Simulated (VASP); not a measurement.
A run of VASP 6.6.1:

INCAR

```
SYSTEM = Ga
PREC = Accurate
ENCUT = 500
EDIFF = 1E-6
ISMEAR = 0
SIGMA = 0.1
LREAL = .False.
LASPH = .True.
NELM = 120
ALGO = Normal
ISIF = 2
LWAVE = .False.
LCHARG = .False.
GGA = PE
NBANDS = 12
GGA_COMPAT = .False.
```

File KPOINTS:

```
Automatic mesh
0
Gamma
  8 8 8
  0 0 0
```

The input POSCAR:

```
Ga
1.0
   -1.6985593013      1.6985593013      1.6985593013
    1.6985593013     -1.6985593013      1.6985593013
    1.6985593013      1.6985593013     -1.6985593013
Ga
1
Direct
    0.0000000000      0.0000000000      0.0000000000
```

Potentials or basis: VASP PAW PBE potentials, release 64 (Ga_d).

Run with:

```bash
$ cat potpaw_PBE.64/Ga_d/POTCAR > POTCAR
$ mpirun -np 1 vasp_std > vasp.out
```

Hardware: 1 thread of AMD EPYC 7R43 64-Core Processor (Zen 3), with other jobs on the host.

**Question.** How long does it take, and how much memory?

**Answer.** Run time: 8 s on 1 thread of AMD EPYC 7R43 64-Core Processor (Zen 3) (shared host), peak memory 0.1 GiB. Counts: scf iterations 11, k points 29.
